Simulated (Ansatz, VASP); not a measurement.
## Ba in VASP and in Ansatz

Contents of INCAR:

```
SYSTEM = Ba
PREC = Accurate
ENCUT = 600
EDIFF = 1E-7
ISMEAR = 0
SIGMA = 0.1
LREAL = .FALSE.
LASPH = .TRUE.
NELM = 60
ALGO = Fast
ISIF = 3
LWAVE = .FALSE.
LCHARG = .FALSE.
GGA = PS
IBRION = 2
NSW = 100
EDIFFG = -0.002
```

KPOINTS

```
regular mesh
0
G
  12 12 12
  0 0 0
```

Contents of POSCAR:

```
Ba
1.0
   -2.4382288606      2.4382288606      2.4382288606
    2.4382288606     -2.4382288606      2.4382288606
    2.4382288606      2.4382288606     -2.4382288606
Ba
1
Direct
    0.0000000000      0.0000000000      0.0000000000
```

Input for Ansatz:

```yaml
crystal:
  lattice:
    - [-2.4382288606, 2.4382288606, 2.4382288606]
    - [2.4382288606, -2.4382288606, 2.4382288606]
    - [2.4382288606, 2.4382288606, -2.4382288606]
  atoms:
    - { symbol: Ba, position: [0.0, 0.0, 0.0] }
basis:
  ecutwfc: 420
kpoints:
  mp_grid: { grid: [12, 12, 12] }
hamiltonian:
  xc: pbesol
  pseudopotentials: { kind: paw, azcp: { folder: soft_1 } }
scf:
  occupations: { method: gaussian, width: 0.1 }
output:
  forces: true
  stress: true
  eigenvalues: true
relax:
  adjacent_minimum: "off"
  f_tol: 0.002
  max_steps: 80
  cell: { stress_tol: 0.02 }
```

Alike in both runs: task relaxation of cell and atoms; functional PBEsol; k mesh 12 × 12 × 12; occupations gaussian, width 0.1 eV; no spin polarisation.

|  | VASP | Ansatz |
| --- | --- | --- |
| version | VASP 6.6.1 | Ansatz 0.2.0 |
| potentials or method | VASP PAW PBE potentials, release 64 (Ba_sv), cutoff 600 eV | scalar-relativistic, plane waves, PAW |
| valence electrons in the cell | 10 | 10 |

|  | VASP | Ansatz | Ansatz less VASP |
| --- | --- | --- | --- |
| gap on the k mesh at the Fermi level, each at its own relaxed structure (eV) | none | none | - |
| relaxed volume (Å³/atom) | 58.46 | 57.98 | -0.478 |
| relaxed length of the cell vector where the two differ most in proportion (Å) | 4.235 | 4.223 | -0.0116 |

VASP's potentials were made for PBE, not for PBEsol, and Ansatz warns of the same on its side. A gap of «none» marks a metal or a gap that the smearing closes.

Neither program's run includes spin-orbit coupling.
